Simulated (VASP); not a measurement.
# CoSi2: single point with PBE

The system is CoSi2.

```
CELL_PARAMETERS angstrom
0.00000 2.67800 2.67800
2.67800 0.00000 2.67800
2.67800 2.67800 0.00000
ATOMIC_POSITIONS crystal
Co 0.00000 0.00000 0.00000
Si 0.75000 0.75000 0.75000
Si 0.25000 0.25000 0.25000
```

```json
{"Program": "VASP 6.6.1", "Task": "single point", "Functional": "PBE", "Potentials or basis": "VASP PAW PBE potentials, release 64 (Co, Si)", "Cutoff": "520 eV", "k mesh": "9 × 9 × 9", "Occupations": "gaussian, width 0.026 eV", "Spin": "collinear spin, ferromagnetic start", "Starting moments": "[2.0, 0.0, 0.0] μB", "Dipole correction": "no", "Further INCAR settings": "ALGO = Normal; EDIFF = 1e-07; NBANDS = 20"}
```

The pressure is 0.3 GPa. The net moment is 0.00 μB per cell. The valence electrons inside the program's atomic spheres are Co 8.86; Si 1.59.

Levels at points of the mesh, in eV from the Fermi level:
Spin up:
```csv
k point,band 5,band 6,band 7,band 8,band 9,band 10,band 11,band 12,band 13,band 14
"(0.00, 0.00, 0.00)",-1.86,-1.86,0.79,3.45,3.45,3.45,3.49,3.49,3.49,5.70
```
Spin down:
```
           k point  band 6  band 7  band 8  band 9  band 10  band 11  band 12  band 13
(0.00, 0.00, 0.00)   -1.86    0.79    3.45    3.45     3.45     3.49     3.49     3.49
```

Wall time 34 s on 1 thread of Intel(R) Xeon(R) 6975P-C (Granite Rapids), on a shared host, peak memory 0.19 GiB.

Caveat: the starting moments collapsed, and a magnetic state may lie lower.
